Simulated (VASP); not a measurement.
# MgI2 (P-1) in VASP: notebook, part 2 of 2

VASP 6.6.1.

## Step 5: Single point, PBE (strain +0.0937 x Voigt [0, 0, 0, 0, 1, 0])

INCAR

```
SYSTEM = MgI2
  PREC = Accurate
  ENCUT = 520
  EDIFF = 1E-6
  ISMEAR = 0
  SIGMA = 0.05
  LREAL = .FALSE.
  LASPH = .TRUE.
  NELM = 60
  ALGO = Normal
  ISIF = 2
  LWAVE = .FALSE.
  LCHARG = .TRUE.
  GGA = PE
  LELF = .TRUE.
  LVHAR = .TRUE.
  NBANDS = 15
```

KPOINTS

```
regular mesh
0
G
  6 6 4
  0 0 0
```

POSCAR

```
MgI2
1.0
    4.1537001214      0.0000000000      0.1946008507
   -2.0768500607      3.5972098248     -0.0973004253
    0.3214847000      0.0000000000      6.8620000000
Mg I
1 2
Direct
    0.0000000000      0.0000000000      0.0000000000
    0.3333333333      0.6666666667      0.7576300000
    0.6666666667      0.3333333333      0.2423700000
```

Potentials or basis: VASP PAW PBE potentials, release 64 (Mg, I).

Started as:

```sh
cat potpaw_PBE.64/Mg/POTCAR potpaw_PBE.64/I/POTCAR > POTCAR
mpirun -np 1 vasp_std > vasp.out
```

OUTCAR:

```text
SYSTEM = MgI2
   PREC = Accurate
   ENCUT = 520
   EDIFF = 1E-6
   ISMEAR = 0
   LREAL = .FALSE.
   LASPH = .TRUE.
   NELM = 60
   ISIF = 2
   GGA = PE

 ion  position               nearest neighbor table
   1  0.000  0.000  0.000-   2 2.81   3 2.81   2 2.92   3 2.92   3 3.03   2 3.03
   2  0.333  0.667  0.758-   1 2.81   1 2.92   1 3.03
   3  0.667  0.333  0.242-   1 2.81   1 2.92   1 3.03

  LATTYP: Found a base centered monoclinic cell.
 ALAT       =     4.1582561477
 B/A-ratio  =     1.7301530724
 C/A-ratio  =     1.6520210413
 COS(beta)  =    -0.0934947862

  Lattice vectors:

 A1 = (  -2.0768500607,   3.5972098248,  -0.0973004253)
 A2 = (  -2.0768500607,  -3.5972098248,  -0.0973004254)
 A3 = (   0.3214847000,   0.0000000000,   6.8620000000)

Analysis of symmetry for initial positions (statically):
=====================================================================
 Subroutine PRICEL returns:
 Original cell was already a primitive cell.

 Routine SETGRP: Setting up the symmetry group for a
 base centered monoclinic supercell.

 Subroutine GETGRP returns: Found  2 space group operations
 (whereof  2 operations were pure point group operations)
 out of a pool of  4 trial point group operations.

The static configuration has the point symmetry S_2 .

Analysis of symmetry for dynamics (positions and initial velocities):
=====================================================================
 Subroutine PRICEL returns:
 Original cell was already a primitive cell.

 Routine SETGRP: Setting up the symmetry group for a
 base centered monoclinic supercell.

 Subroutine GETGRP returns: Found  2 space group operations
 (whereof  2 operations were pure point group operations)
 out of a pool of  4 trial point group operations.

The dynamic configuration has the point symmetry S_2 .

 Subroutine INISYM returns: Found  2 space group operations
 (whereof  2 operations are pure point group operations),
 and found     1 'primitive' translations

----------------------------------------------------------------------------------------

                                     Primitive cell

  volume of cell :     102.3051

  direct lattice vectors                    reciprocal lattice vectors
     4.153700121  0.000000000  0.194600851     0.241278793  0.138996618 -0.011303911
    -2.076850061  3.597209825 -0.097300425     0.000000000  0.277993236  0.000000000
     0.321484700  0.000000000  6.862000000    -0.006842474 -0.000000000  0.146050678

  length of vectors
     4.158256148  4.154839596  6.869526651     0.278681349  0.277993236  0.146210875

  position of ions in fractional coordinates (direct lattice)
     0.000000000  0.000000000  0.000000000
     0.333333333  0.666666667  0.757630000
     0.666666667  0.333333333  0.242370000

  ion indices of the primitive-cell ions
   primitive index   ion index
                 1           1
                 2           2
                 3           3

----------------------------------------------------------------------------------------

 KPOINTS: regular mesh

Automatic generation of k-mesh.
 Grid dimensions read from file:
 generate k-points for:    6    6    4

 Generating k-lattice:

[... 23 lines left out ...]
  0.500000  0.000000 -0.000000      1.000000
[... 16 lines left out ...]
 -0.166667  0.166667 -0.250000      2.000000
  0.333333  0.000000  0.250000      2.000000
 [... further k-points ...]
   k-points           NKPTS =     76   k-points in BZ     NKDIM =     76   number of bands    NBANDS=     15
   number of dos      NEDOS =    301   number of ions     NIONS =      3
   total plane-waves  NPLWV =  55296
   dimension x,y,z NGX =    32 NGY =   32 NGZ =   54
   dimension x,y,z NGXF=    64 NGYF=   64 NGZF=  108
   ions per type =               1   2
   NGX,Y,Z   is equivalent  to a cutoff of  12.79, 12.80, 13.07 a.u.
   NGXF,Y,Z  is equivalent  to a cutoff of  25.59, 25.61, 26.14 a.u.
 SYSTEM =  MgI2
   PREC   = accura    normal or accurate (medium, high low for compatibility)
   ISTART =      0    job   : 0-new  1-cont  2-samecut
   ICHARG =      2    charge: 1-file 2-atom 10-const
   ISPIN  =      1    spin polarized calculation?
   LNONCOLLINEAR =      F non collinear calculations
   LSORBIT =      F    spin-orbit coupling
   LASPH  =      T    aspherical Exc in radial PAW
   ENCUT  =  520.0 eV  38.22 Ry    6.18 a.u.   7.73  7.73 12.77*2*pi/ulx,y,z
   NELM   =     60;   NELMIN=  2; NELMDL= -5     # of ELM steps
   EDIFF  = 0.1E-05   stopping-criterion for ELM
   LREAL  =      F    real-space projection
   EDIFFG = 0.1E-04   stopping-criterion for IOM
   NSW    =      0    number of steps for IOM
   IBRION =     -1    ionic relax: 0-MD 1-quasi-New 2-CG
   NFREE  =      0    steps in history (QN), initial steepest desc. (CG)
   ISIF   =      2    stress and relaxation
   ISYM   =      2    0-nonsym 1-usesym 2-fastsym
   POTIM  = 0.5000    time-step for ionic-motion
   TEBEG  =    0.0;   TEEND  =   0.0 temperature during run
   PSTRESS=    0.0 pullay stress
   NELECT =      16.0000    total number of electrons
   NUPDOWN=      -1.0000    fix difference up-down
   EMIN   =  10.00;   EMAX   =-10.00  energy-range for DOS
   EFERMI =   0.00;   METHOD = LEGACY
   ISMEAR =     0;   SIGMA  =   0.05  broadening in eV -4-tet -1-fermi 0-gaus
   EFERMI_NEDOS =   21; number of points for ismear=-14 and -15
   IALGO  =     38    algorithm
   IMIX   =      4    mixing-type and parameters
     AMIX     =   0.40;   BMIX     =  1.00
     AMIX_MAG =   1.60;   BMIX_MAG =  1.00
  volume/ion in A,a.u.               =      34.10       230.13
  Fermi-wavevector in a.u.,A,eV,Ry     =   0.882028  1.666791 10.584971  0.777973
  Thomas-Fermi vector in A             =   2.002604
   LORBIT       =      0    0 simple, 1 ext, 2 COOP (PROOUT), +10 PAW based schemes
   GGA     = PE    functional components
   LHFCALC =     F    Hartree Fock is set to
   AEXX    =    0.0000 exact exchange contribution
   IVDW    =     0    specifies the selected vdW correction
   LEPSILON=     F    determine dielectric tensor
   LRPA    =     F    only Hartree local field effects (RPA)
 non-spin polarized calculation
 Gauss-broadening in eV      SIGMA  =   0.05
  energy-cutoff  :      520.00
  volume of cell :      102.31
 maximum number of plane-waves:      2768
   NGX = 15   NGY = 15   NGZ = 25

 number of electron      16.0000001 magnetization

 Free energy of the ion-electron system (eV)
  ---------------------------------------------------
  ext. energy  EPLUGINS =         0.00000000
  ---------------------------------------------------
  free energy    TOTEN  =        -7.64512820 eV

  energy without entropy =       -7.64512820  energy(sigma->0) =       -7.64512820

 E-fermi :   2.6607     XC(G=0):  -8.2197

 val. band max:        2.4104306303   @ k =   0.0000   0.0000   0.0000
 cond. band min:       5.8280585844   @ k =   0.5000   0.0000   0.2500
 fundamental gap:      3.4176279541
 Fermi energy:         2.6607456878

 k-point     1 :       0.0000    0.0000    0.0000
  band No.  band energies     occupation
      1      -9.7670      2.00000
      2      -9.0294      2.00000
      3      -1.2290      2.00000
      4       1.8364      2.00000
      5       1.8979      2.00000
      6       2.0712      2.00000
      7       2.3532      2.00000
      8       2.4104      2.00000
      9       6.0171      0.00000
     10       7.0923      0.00000
     11       8.8082      0.00000
     12       9.2828      0.00000
     13       9.7720      0.00000
     14      10.3116      0.00000
[... 401 lines left out ...]
      2      -8.8709      2.00000
      3      -0.9876      2.00000
      4      -0.1715      2.00000
      5       0.5835      2.00000
      6       1.1525      2.00000
      7       1.7737      2.00000
      8       1.9483      2.00000
      9       6.0971      0.00000
     10       7.8488      0.00000
     11       8.7614      0.00000
     12       9.3681      0.00000
     13       9.9048      0.00000
     14      10.4931      0.00000
     15      11.6594      0.00000

 [... further k-points ...]
[... 5 lines left out ...]
  --------------------------------------------------------------------------------------
  -------------------------------------------------------------------------------------
  Total        0.9694025      0.8518594      1.1909441     -0.1578072      0.0759349     -1.0432629
  in kB       15.1815943     13.3407784     18.6511077     -2.4713835      1.1891998    -16.3383058
  external PRESSURE =      15.7244934 kB  Pullay stress =       0.0000000 kB

 VOLUME and BASIS-vectors are now :
 -----------------------------------------------------------------------------
  energy-cutoff  :      520.00
  volume of cell :      102.31
      direct lattice vectors                 reciprocal lattice vectors
     4.153700121  0.000000000  0.194600851     0.241278793  0.138996618 -0.011303911
    -2.076850061  3.597209825 -0.097300425     0.000000000  0.277993236  0.000000000
     0.321484700  0.000000000  6.862000000    -0.006842474 -0.000000000  0.146050678

 POSITION                                       TOTAL-FORCE (eV/Angst)
 -----------------------------------------------------------------------------------
      0.00000      0.00000      0.00000         0.000000      0.000000      0.000000
      0.24357      2.39814      5.19886         0.273639     -0.012489     -0.111334
      2.15477      1.19907      1.76044        -0.273639      0.012489      0.111334
 -----------------------------------------------------------------------------------
    total drift:                               -0.000000      0.000000     -0.000000

  FREE ENERGIE OF THE ION-ELECTRON SYSTEM (eV)
  ---------------------------------------------------
  free  energy   TOTEN  =        -7.6451282021 eV

  energy  without entropy=       -7.6451282021  energy(sigma->0) =       -7.64512820
```

OSZICAR:

```text
N       E                     dE             d eps       ncg     rms          rms(c)
DAV:   1     0.760784227716E+02    0.76078E+02   -0.57919E+03  2280   0.841E+02
DAV:   2    -0.171196005568E+01   -0.77790E+02   -0.70698E+02  3142   0.132E+02
DAV:   3    -0.768199153945E+01   -0.59700E+01   -0.59463E+01  3036   0.418E+01
DAV:   4    -0.779589390123E+01   -0.11390E+00   -0.11389E+00  3181   0.686E+00
DAV:   5    -0.779727940957E+01   -0.13855E-02   -0.13855E-02  3100   0.696E-01    0.408E+00
DAV:   6    -0.767061502375E+01    0.12666E+00   -0.11283E-01  2630   0.171E+00    0.277E+00
DAV:   7    -0.764674859779E+01    0.23866E-01   -0.12363E-01  2798   0.175E+00    0.746E-01
DAV:   8    -0.764499006861E+01    0.17585E-02   -0.79604E-03  2574   0.505E-01    0.258E-01
DAV:   9    -0.764513503009E+01   -0.14496E-03   -0.95304E-04  3064   0.185E-01    0.919E-02
DAV:  10    -0.764512080168E+01    0.14228E-04   -0.36972E-05  2875   0.421E-02    0.357E-02
DAV:  11    -0.764512767719E+01   -0.68755E-05   -0.15085E-05  2798   0.250E-02    0.216E-02
DAV:  12    -0.764512820210E+01   -0.52491E-06   -0.47282E-07  2498   0.437E-03
   1 F= -.76451282E+01 E0= -.76451282E+01  d E =-.255478E-14
```

Run time: 37 s. Hardware: 1 thread of Intel Xeon 6975P-C (Granite Rapids), shared host; peak memory 0.3 GiB.

Results:

```
Free energy            : -7.6451 eV
Pressure               : 1.6 GPa
Largest force          : 0.296 eV/Å
Band gap on the k mesh : 3.42 eV, indirect (least direct gap 3.61 eV)
```

Forces in eV/Å, atoms in the order of the input:
```
Mg   0.000  0.000  0.000
I    0.274 -0.012 -0.111
I   -0.274  0.012  0.111
```

Stress tensor (GPa, compression positive):
```
 1.52 -0.25 -1.63
-0.25  1.33  0.12
-1.63  0.12  1.87
```

Caveat: the cell differs from its parent crystal (strain +0.0937 x Voigt [0, 0, 0, 0, 1, 0]); spin-orbit coupling is left out, which moves the levels of the heavy elements.

## Step 6: Single point, PBE (strain -0.0750 x Voigt [0, 0, 0, 0, 1, 0])

INCAR

```
ALGO = Normal
EDIFF = 1E-6
ENCUT = 520
GGA = PE
ISIF = 2
ISMEAR = 0
LASPH = True
LCHARG = True
LELF = True
LREAL = False
LVHAR = True
LWAVE = False
NBANDS = 15
NELM = 80
PREC = Accurate
SIGMA = 0.05
```

KPOINTS

```
k-points
0
Gamma
  6 6 4
```

POSCAR

```
MgI2
1.0
    4.1537001214      0.0000000000     -0.1557637546
   -2.0768500607      3.5972098248      0.0778818773
   -0.2573250000      0.0000000000      6.8620000000
Mg I
1 2
Direct
    0.0000000000      0.0000000000      0.0000000000
    0.3333333333      0.6666666667      0.7576300000
    0.6666666667      0.3333333333      0.2423700000
```

Potentials or basis: VASP PAW PBE potentials, release 64 (Mg, I).

Started as:

```sh
cat potpaw_PBE.64/Mg/POTCAR potpaw_PBE.64/I/POTCAR > POTCAR
mpirun -np 1 vasp_std > vasp.out
```

Run time: 39 s. Hardware: 1 thread of Intel Xeon 6975P-C (Granite Rapids), shared host; peak memory 0.3 GiB.

Results (log left out):

| Property | Result |
| --- | --- |
| Free energy | -7.6635 eV |
| Pressure | 1.4 GPa |
| Largest force | 0.231 eV/Å |
| Band gap on the k mesh | 3.44 eV, indirect (least direct gap 3.64 eV) |

Forces in eV/Å, atoms in the order of the input:
```
Mg   0.000  0.000  0.000
I   -0.216 -0.008 -0.081
I    0.216  0.008  0.081
```

Stress tensor (GPa, compression positive):
```
1.38 0.19 1.29
0.19 1.26 0.08
1.29 0.08 1.69
```

Levels at points of the mesh, in eV from the valence-band top:
```
           k point  band 4  band 5  band 6  band 7  band 8  band 9  band 10  band 11  band 12  band 13
(0.00, 0.00, 0.00)   -0.54   -0.49   -0.27   -0.04    0.00    3.64     4.71     6.46     6.84     7.40
(0.50, 0.00, 0.00)   -2.83   -2.04   -1.40   -0.93   -0.46    3.64     5.29     5.34     6.96     8.41
(0.50, 0.50, 0.00)   -2.92   -1.82   -1.46   -1.01   -0.57    3.53     5.18     5.60     6.91     7.53
(0.00, 0.50, 0.00)   -2.88   -2.00   -1.37   -0.97   -0.52    3.62     5.13     5.49     7.05     7.98
(0.00, 0.00, 0.50)   -1.50   -0.44   -0.41   -0.40   -0.08    4.56     4.79     6.31     6.62     7.66
(0.50, 0.00, 0.50)   -3.26   -1.41   -1.23   -0.73   -0.66    3.53     5.22     5.43     6.28     7.68
(0.50, 0.50, 0.50)   -3.26   -1.33   -1.02   -0.95   -0.81    3.46     5.06     5.80     5.90     7.69
(0.00, 0.50, 0.50)   -3.26   -1.34   -1.10   -0.87   -0.75    3.51     5.09     5.65     6.00     7.70
```

Caveat: the cell differs from its parent crystal (strain -0.0750 x Voigt [0, 0, 0, 0, 1, 0]); spin-orbit coupling is left out, which moves the levels of the heavy elements. A k mesh can miss the band edges.

## Step 7: The runs side by side

| cell | gap on the mesh (eV) | pressure (GPa) | largest force (eV/Å) |
| --- | --- | --- | --- |
| a = 4.165, b = 4.157, c = 6.881 Å, angles 85.7, 98.6, 120.1°, 3 atoms | 3.34 | 2.2 | 0.52 |
| a = 4.160, b = 4.155, c = 6.873 Å, angles 93.2, 83.6, 120.0°, 3 atoms | 3.39 | 1.7 | 0.37 |
| a = 4.163, b = 4.156, c = 6.877 Å, angles 93.8, 82.5, 120.1°, 3 atoms | 3.37 | 1.9 | 0.44 |
| a = 4.158, b = 4.155, c = 6.870 Å, angles 92.7, 84.6, 120.0°, 3 atoms | 3.42 | 1.6 | 0.30 |
| a = 4.157, b = 4.154, c = 6.867 Å, angles 87.9, 94.3, 120.0°, 3 atoms | 3.44 | 1.4 | 0.23 |

Alike in all rows: task single point; level PBE; potentials or basis VASP PAW PBE potentials, release 64 (Mg, I); no spin polarisation; k mesh 6 × 6 × 4; cutoff (eV) 520; smearing gaussian 0.05 eV.

Caveats: spin-orbit coupling is left out, which moves the levels of the heavy elements.

Total energies depend on the potentials used, so only differences within one code and one set of settings carry meaning.
